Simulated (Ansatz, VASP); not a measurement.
# One calculation of CuO, two programs

```
Cu O
1.0
     1.99097   -2.15355    0.00000
     1.99097    2.15355    0.00000
     0.00000    0.00000    5.15593
Cu O
2 2
Direct
  0.50000 0.00000 0.00000
  0.00000 0.50000 0.50000
  0.50000 0.50000 0.25000
  0.50000 0.50000 0.75000
```

Alike in both runs: functional PBEsol; k mesh 5 × 5 × 3; occupations fermi-dirac, width 0.05 eV; no spin polarisation.

|  | VASP | Ansatz |
| --- | --- | --- |
| version | VASP 6.6.1 | Ansatz 0.2.0 |
| potentials or method | VASP PAW PBE potentials, release 64 (Cu_sv_GW, O) | Ansatz PAW |
| plane-wave cutoff (eV) | 820 | 420 |
| valence electrons in the cell | 50 | 50 |
| task | single point | projected density of states |

|  | VASP | Ansatz | Ansatz less VASP |
| --- | --- | --- | --- |
| gap on the k mesh at the Fermi level (eV) | none | none | - |
| pressure (GPa) | -7.0 | -6.2 | +0.77 |
| traceless stress, the component that is largest in VASP (GPa) | 1.44 | 1.46 | +0.022 |

VASP's potentials were made for PBE, not for PBEsol. A gap of «none» marks a metal or a gap that the smearing closes.

The k mesh is coarse, so the values compare programs but aren't converged.
